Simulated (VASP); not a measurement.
Mg:

```
CELL_PARAMETERS angstrom
0.00000 2.26500 2.26500
2.26500 0.00000 2.26500
2.26500 2.26500 0.00000
ATOMIC_POSITIONS crystal
Mg 0.00000 0.00000 0.00000
```

This isn't the form of Mg at room conditions, which is hcp.

| Property | Result |
| --- | --- |
| Program | VASP 6.6.1 |
| Task | relaxation of cell and atoms |
| Functional | LDA |
| Potentials or basis | VASP PAW LDA potentials, release 64 (Mg) |
| Cutoff | 600 eV |
| k mesh | 9 × 9 × 9 |
| Occupations | gaussian, width 0.05 eV |
| Spin | no spin polarisation |

At the start: pressure -2.5 GPa; volume 23.24 Å³/atom.

How do energy, volume and symmetry change on relaxing?

Over 3 steps the energy falls by 13.7 meV/atom and the volume is 21.62 Å³/atom (-7.0 %); space group Fm-3m (No. 225, to 0.1 Å) before and after.

The path:
```csv
step,energy change (eV),largest force (eV/Å),pressure (GPa),volume (Å³)
1,0.0000,0.0000,-2.52,23.24
2,-0.0127,0.0000,-0.76,22.03
3,-0.0137,0.0000,-0.04,21.62
```

Final structure:
```
Mg
1.0
     0.00000    2.21094    2.21094
     2.21094    0.00000    2.21094
     2.21094    2.21094    0.00000
Mg
1
Direct
  0.00000 0.00000 0.00000
```
